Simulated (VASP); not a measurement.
A run of VASP 6.6.1:

Contents of INCAR:

```
ALGO = Normal ; EDIFF = 1E-7
ENCUT = 520 ; GGA = PS
ISIF = 2 ; ISMEAR = 0
LASPH = T ; LCHARG = T
LELF = T ; LREAL = F
LVHAR = T ; LWAVE = F
NBANDS = 16 ; NELM = 80
PREC = Accurate ; SIGMA = 0.05
```

KPOINTS

```
k-points
0
Gamma
  10 10 10
```

POSCAR

```
CdSe
1.0
    0.0000000000      2.7371786459      3.0413096065
    3.0413096065      0.0000000000      3.0413096065
    3.0413096065      2.7371786459      0.0000000000
Cd Se
1 1
Direct
    0.0000000000      0.0000000000      0.0000000000
    0.7500000000      0.7500000000      0.7500000000
```

Potentials or basis: VASP PAW PBE potentials, release 64 (Cd, Se).

Run with:

```console
$ cat potpaw_PBE.64/Cd/POTCAR potpaw_PBE.64/Se/POTCAR > POTCAR
$ mpirun -np 1 vasp_std > vasp.out
```

Hardware: 1 thread of AMD EPYC 7R13, on a shared host.

Problem. Estimate the wall time of this run.

Solution. Run time: 2.7 min on 1 thread of AMD EPYC 7R13, on a shared host, peak memory 0.2 GiB. Counts: scf iterations 14, k points 102.
